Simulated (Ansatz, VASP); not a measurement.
## GeS in VASP and in Ansatz

```
Ge S
1.0
    11.58905    0.00000    0.00000
     0.00000    3.66783    0.00000
     0.00000    0.00000    4.45042
Ge S
4 4
Direct
  0.12590 0.25000 0.13492
  0.87410 0.75000 0.86508
  0.37410 0.75000 0.63492
  0.62590 0.25000 0.36508
  0.84712 0.25000 0.50256
  0.15288 0.75000 0.49744
  0.65288 0.75000 0.00256
  0.34712 0.25000 0.99744
```

Change from the starting cell: strain +0.0750 x Voigt [1, 0, 0, 0, 0, 0], atoms carried along.

Alike in both runs: task single point; functional PBE; k mesh 4 × 8 × 6; occupations gaussian, width 0.05 eV; no spin polarisation.

```csv
,VASP,Ansatz
version,VASP 6.6.1,Ansatz 0.2.0
potentials or method,"VASP PAW PBE potentials, release 64 (Ge_d, S), cutoff 500 eV","scalar-relativistic, plane waves, PAW"
valence electrons in the cell,80,80
```

VASP gave:

```
gap on the k mesh at the Fermi level (eV)                     : 0.83
least direct gap on the mesh (eV)                             : 0.83
pressure (GPa)                                                : -3.1
traceless stress, the component that is largest in VASP (GPa) : -2.60
rms of the force components (eV/Å)                            : 0.276
```

What did Ansatz give for the same quantities?

gap on the k mesh at the Fermi level (eV): 0.83; least direct gap on the mesh (eV): 0.83; pressure (GPa): -3.0; traceless stress, the component that is largest in VASP (GPa): -2.61; rms of the force components (eV/Å): 0.278.

Atom by atom the forces differ by 0.002 eV/Å (rms over components).
